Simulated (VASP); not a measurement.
Here is a VASP 6.6.1 calculation.

The input INCAR:

```
PREC     = Accurate       # precision mode
ENCUT    = 520            # plane-wave cutoff, eV
EDIFF    = 1E-6           # SCF threshold, eV
ISMEAR   = -1             # smearing method
SIGMA    = 0.02           # smearing width, eV
LREAL    = Auto         
LASPH    = T              # aspherical terms in the spheres
NELM     = 80             # most SCF steps
ALGO     = Normal         # electronic algorithm
ISIF     = 2              # what is computed and relaxed
LWAVE    = F              # write WAVECAR
LCHARG   = F              # write CHGCAR
GGA      = PE             # functional
NELECT   = 74.0         
NBANDS   = 52             # bands
```

The input KPOINTS:

```
Automatic mesh
0
Gamma
  2 2 2
```

File POSCAR:

```
CuSi16
1.0
    0.0000000000      5.4300000000      5.4300000000
    5.4300000000      0.0000000000      5.4300000000
    5.4300000000      5.4300000000      0.0000000000
Si Cu
16 1
Direct
    0.0047052386      0.0053451919      0.0035724153
    0.1258274057      0.1365831765      0.1260105603
   -0.0052073270     -0.0002680507      0.4976764710
    0.1267948993      0.1286433019      0.6269094670
    0.0010380343      0.5081309376      0.0048349972
    0.1259493958      0.6323144850      0.1294670617
    0.0065077392      0.5044764580      0.5024444523
    0.1271120937      0.6279915017      0.6331005205
    0.4981401496      0.0030463996     -0.0079813625
    0.6279614080      0.1325889272      0.1200587960
    0.4945168099     -0.0159285260      0.4885228382
    0.6137807400      0.1125561955      0.6124500650
    0.4988689308      0.5075312978      0.0083090010
    0.6289794381      0.6306189092      0.1298140008
    0.4996569549      0.4910225205      0.5023915130
    0.6305699760      0.6151592329      0.6333575728
    0.7479948133      0.2259092414      0.7360238304
```

Potentials or basis: VASP PAW PBE potentials, release 64 (Si, Cu).

The run is started by

```console
$ cat potpaw_PBE.64/Si/POTCAR potpaw_PBE.64/Cu/POTCAR > POTCAR
$ mpirun -np 1 vasp_std > vasp.out
```

Question: Estimate the largest force.

Answer: 0.054 eV/Å.

Forces on the atoms (eV/Å):
```
Si  -0.001  0.013  0.015
Si  -0.030 -0.011 -0.008
Si   0.048  0.018  0.017
Si  -0.014 -0.015 -0.016
Si   0.026  0.007  0.012
Si  -0.010 -0.003 -0.009
Si  -0.001  0.013  0.016
Si  -0.033 -0.005 -0.010
Si  -0.007  0.013 -0.007
Si   0.010  0.014 -0.005
Si   0.002  0.017  0.017
Si  -0.024 -0.029 -0.025
Si   0.005 -0.001 -0.001
Si  -0.014 -0.011 -0.015
Si  -0.003 -0.005  0.014
Si   0.006 -0.003  0.011
Cu   0.038 -0.013 -0.006
```

Caveat: the k points lie up to 0.50 Å⁻¹ apart; the cell carries a net charge on a neutralising background, which shifts energy and pressure.
